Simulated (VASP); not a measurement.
# Y (I4_1/amd) in VASP: single point with PBEsol

Aim: the single point of Y with PBEsol.

Everything below comes from runs of VASP 6.6.1. Logs are shortened: lines on timing, memory, paths and dates and some standing lists are left out, and cuts for length are marked.

## 1. The cell of the first run

Symmetry: I4_1/amd, No. 141, tetragonal system. Conventional cell: a = 5.179 Å, b = 5.179 Å, c = 3.048 Å, α = 90.00°, β = 90.00°, γ = 90.00°. Y (site symmetry -4m2) has 10 Y at 2.70 to 3.45 Å within 3.6 Å.

## 2. Single point, PBEsol

Contents of INCAR:

```
ALGO = Normal ; EDIFF = 1E-7
ENCUT = 520 ; GGA = PS
ISIF = 2 ; ISMEAR = -1
LASPH = True ; LCHARG = True
LELF = True ; LREAL = False
LVHAR = True ; LWAVE = False
NBANDS = 18 ; NELM = 80
PREC = Accurate ; SIGMA = 0.05
```

Contents of KPOINTS:

```
k-points
0
Gamma
  15 15 15
```

Contents of POSCAR:

```
Y
1.0
   -2.5895636399      2.5895636399      1.5238804332
    2.5895636399     -2.5895636399      1.5238804332
    2.5895636399      2.5895636399     -1.5238804332
Y
2
Direct
   -0.3750000000     -0.1250000000     -0.2500000000
    0.3750000000      0.1250000000      0.2500000000
```

Potentials or basis: VASP PAW PBE potentials, release 64 (Y_sv).

Launch:

```sh
$ cat potpaw_PBE.64/Y_sv/POTCAR > POTCAR
$ mpirun -np 1 vasp_std > vasp.out
```

OUTCAR:

```text
EDIFF = 1E-7
   ENCUT = 520
   GGA = PS
   ISIF = 2
   ISMEAR = -1
   LASPH = True
   LREAL = False
   NELM = 80
   PREC = Accurate

 ion  position               nearest neighbor table
   1  0.625  0.875  0.750-   2 2.70   2 2.70   2 2.70   2 2.70   2 3.45   2 3.45   2 3.45   2 3.45

   2  0.375  0.125  0.250-   1 2.70   1 2.70   1 2.70   1 2.70   1 3.45   1 3.45   1 3.45   1 3.45

  LATTYP: Found a body centered tetragonal cell.
 ALAT       =     5.1791272798
 C/A-ratio  =     0.5884699683

  Lattice vectors:

 A1 = (  -2.5895636399,   2.5895636399,   1.5238804332)
 A2 = (   2.5895636399,  -2.5895636399,   1.5238804332)
 A3 = (   2.5895636399,   2.5895636399,  -1.5238804332)

Analysis of symmetry for initial positions (statically):
=====================================================================
 Subroutine PRICEL returns:
 Original cell was already a primitive cell.

 Routine SETGRP: Setting up the symmetry group for a
 body centered tetragonal supercell.

 Subroutine GETGRP returns: Found 16 space group operations
 (whereof  4 operations were pure point group operations)
 out of a pool of 16 trial point group operations.

The static configuration has the point symmetry C_2h.
 The point group associated with its full space group is D_4h.

Analysis of symmetry for dynamics (positions and initial velocities):
=====================================================================
 Subroutine PRICEL returns:
 Original cell was already a primitive cell.

 Routine SETGRP: Setting up the symmetry group for a
 body centered tetragonal supercell.

 Subroutine GETGRP returns: Found 16 space group operations
 (whereof  4 operations were pure point group operations)
 out of a pool of 16 trial point group operations.

The dynamic configuration has the point symmetry C_2h.
 The point group associated with its full space group is D_4h.

 Subroutine INISYM returns: Found 16 space group operations
 (whereof  4 operations are pure point group operations),
 and found     1 'primitive' translations

----------------------------------------------------------------------------------------

                                     Primitive cell

[... 82 lines left out ...]
   ISTART =      0    job   : 0-new  1-cont  2-samecut
   ICHARG =      2    charge: 1-file 2-atom 10-const
   ISPIN  =      1    spin polarized calculation?
   LNONCOLLINEAR =      F non collinear calculations
   LSORBIT =      F    spin-orbit coupling
   LASPH  =      T    aspherical Exc in radial PAW
   ENCUT  =  520.0 eV  38.22 Ry    6.18 a.u.   7.38  7.38  7.38*2*pi/ulx,y,z
   NELM   =     80;   NELMIN=  2; NELMDL= -5     # of ELM steps
   EDIFF  = 0.1E-06   stopping-criterion for ELM
   LREAL  =      F    real-space projection
   EDIFFG = 0.1E-05   stopping-criterion for IOM
   NSW    =      0    number of steps for IOM
   IBRION =     -1    ionic relax: 0-MD 1-quasi-New 2-CG
   NFREE  =      0    steps in history (QN), initial steepest desc. (CG)
   ISIF   =      2    stress and relaxation
   ISYM   =      2    0-nonsym 1-usesym 2-fastsym
   POTIM  = 0.5000    time-step for ionic-motion
   TEBEG  =    0.0;   TEEND  =   0.0 temperature during run
   PSTRESS=    0.0 pullay stress
   NELECT =      22.0000    total number of electrons
   NUPDOWN=      -1.0000    fix difference up-down
   EMIN   =  10.00;   EMAX   =-10.00  energy-range for DOS
   EFERMI =   0.00;   METHOD = LEGACY
   ISMEAR =    -1;   SIGMA  =   0.05  broadening in eV -4-tet -1-fermi 0-gaus
   EFERMI_NEDOS =   21; number of points for ismear=-14 and -15
   IALGO  =     38    algorithm
   IMIX   =      4    mixing-type and parameters
     AMIX     =   0.40;   BMIX     =  1.00
     AMIX_MAG =   1.60;   BMIX_MAG =  1.00
  volume/ion in A,a.u.               =      20.44       137.92
  Fermi-wavevector in a.u.,A,eV,Ry     =   1.331663  2.516478 24.127574  1.773327
  Thomas-Fermi vector in A             =   2.460657
   LORBIT       =      0    0 simple, 1 ext, 2 COOP (PROOUT), +10 PAW based schemes
   GGA     = PS    functional components
   LHFCALC =     F    Hartree Fock is set to
   AEXX    =    0.0000 exact exchange contribution
   IVDW    =     0    specifies the selected vdW correction
   LEPSILON=     F    determine dielectric tensor
   LRPA    =     F    only Hartree local field effects (RPA)
 non-spin polarized calculation
  energy-cutoff  :      520.00
  volume of cell :       40.88
 maximum number of plane-waves:      1125
 NGX is ok and might be reduce to    30
   NGX = 15   NGY = 15   NGZ = 15

 number of electron      21.9999999 magnetization

 Free energy of the ion-electron system (eV)
  ---------------------------------------------------
  ext. energy  EPLUGINS =         0.00000000
  ---------------------------------------------------
  free energy    TOTEN  =       -11.35696756 eV

  energy without entropy =      -11.34166287  energy(sigma->0) =      -11.34931522

 E-fermi :   5.4910     XC(G=0): -11.5681

 val. band max:        5.4802644082   @ k =  -0.1333   0.2000   0.1333
 cond. band min:       5.4925092754   @ k =  -0.4000   0.2000   0.0667
 fundamental gap:      0.0122448672
 Fermi energy:         5.4909947304

 k-point     1 :       0.0000    0.0000    0.0000
  band No.  band energies     occupation
      1     -36.9164      2.00000
      2     -35.8775      2.00000
      3     -17.8270      2.00000
      4     -17.8270      2.00000
      5     -15.7723      2.00000
      6     -15.7211      2.00000
[... 481 lines left out ...]
      5     -16.7783      2.00000
      6     -16.6689      2.00000
[... 10 lines left out ...]
     17      10.8725      0.00000
     18      12.9720      0.00000

 [... further k-points ...]

------------------------ aborting loop because EDIFF is reached ----------------------------------------

  FORCE on cell =-STRESS in cart. coord.  units (eV):
  Direction    XX          YY          ZZ          XY          YZ          ZX
  --------------------------------------------------------------------------------------
  -------------------------------------------------------------------------------------
  Total        7.4106748      7.4106748      7.3180377     -0.0000000      0.0000000      0.0000000
  in kB      290.4720001    290.4720001    286.8409571     -0.0000000      0.0000000      0.0000000
  external PRESSURE =     289.2616524 kB  Pullay stress =       0.0000000 kB

 VOLUME and BASIS-vectors are now :
 -----------------------------------------------------------------------------
  energy-cutoff  :      520.00
  volume of cell :       40.88
      direct lattice vectors                 reciprocal lattice vectors
    -2.589563640  2.589563640  1.523880433     0.000000000  0.193082723  0.328109732
     2.589563640 -2.589563640  1.523880433     0.193082723  0.000000000  0.328109732
     2.589563640  2.589563640 -1.523880433     0.193082723  0.193082723  0.000000000

 POSITION                                       TOTAL-FORCE (eV/Angst)
 -----------------------------------------------------------------------------------
      2.58956      1.29478      1.14291        -0.000000      0.000000      0.000000
     -0.00000      1.29478      0.38097         0.000000     -0.000000     -0.000000
 -----------------------------------------------------------------------------------
    total drift:                                0.000000     -0.000000      0.000000

  FREE ENERGIE OF THE ION-ELECTRON SYSTEM (eV)
  ---------------------------------------------------
  free  energy   TOTEN  =       -11.3569675622 eV

  energy  without entropy=      -11.3416628725  energy(sigma->0) =      -11.34931522
```

OSZICAR:

```text
N       E                     dE             d eps       ncg     rms          rms(c)
DAV:   1     0.945357083308E+02    0.94536E+02   -0.11618E+04 10384   0.123E+03
DAV:   2    -0.479888938288E+01   -0.99335E+02   -0.97427E+02 12668   0.277E+02
DAV:   3    -0.114939511567E+02   -0.66951E+01   -0.65744E+01 16462   0.453E+01
DAV:   4    -0.116890816056E+02   -0.19513E+00   -0.19486E+00 12382   0.829E+00
DAV:   5    -0.116930023457E+02   -0.39207E-02   -0.39202E-02 14298   0.840E-01    0.457E+01
DAV:   6    -0.113620296348E+02    0.33097E+00   -0.53487E-01 13348   0.425E+00    0.267E+01
DAV:   7    -0.113620562950E+02   -0.26660E-04   -0.82319E-01 16566   0.458E+00    0.206E+00
DAV:   8    -0.113564266252E+02    0.56297E-02   -0.94841E-02 13222   0.203E+00    0.738E-01
DAV:   9    -0.113570580754E+02   -0.63145E-03   -0.36249E-03 12248   0.438E-01    0.298E-01
DAV:  10    -0.113569734805E+02    0.84595E-04   -0.22790E-04 13658   0.110E-01    0.554E-02
DAV:  11    -0.113569681916E+02    0.52889E-05   -0.37424E-05 13882   0.416E-02    0.158E-02
DAV:  12    -0.113569675259E+02    0.66563E-06   -0.29970E-06 11240   0.145E-02    0.186E-03
DAV:  13    -0.113569675622E+02   -0.36268E-07   -0.98580E-08  8994   0.196E-03
   1 F= -.11356968E+02 E0= -.11349315E+02  d E =-.153047E-01
```

stdout:

```text
POSCAR found type information on POSCAR Y
 POSCAR found :  1 types and       2 ions
 scaLAPACK will be used
 -----------------------------------------------------------------------------
|                                                                             |
|                                                                             |
|     You enforced a specific xc type in the INCAR file but a different       |
|     I HOPE YOU KNOW WHAT YOU ARE DOING!                                     |
|                                                                             |
 -----------------------------------------------------------------------------

 LDA part: xc-table for (Slater+PW92), standard interpolation
 POSCAR, INCAR and KPOINTS ok, starting setup
 FFT: planning ... GRIDC
 FFT: planning ... GRID_SOFT
 FFT: planning ... GRID
 WAVECAR not read
 entering main loop
```

Wall time 2.9 min (1 thread of AMD EPYC 7R13 (Zen 3), shared host); peak memory 0.29 GiB.

Results:

| Quantity | Value |
| --- | --- |
| Free energy | -11.3570 eV |
| Pressure | 28.9 GPa |
| Band gap on the k mesh | zero (bands 11 and 12 overlap by 2.66 eV) |

Levels at points of the mesh, in eV from the Fermi level:
```tsv
k point	band 7	band 8	band 9	band 10	band 11	band 12	band 13	band 14	band 15	band 16
(0.00, 0.00, 0.00)	-20.88	-20.88	-4.71	-3.62	-0.58	-0.11	1.17	3.73	3.73	4.03
```

Caveat: the cell stands under pressure; the PAW data sets were made with another functional, which shifts forces and pressure a little.
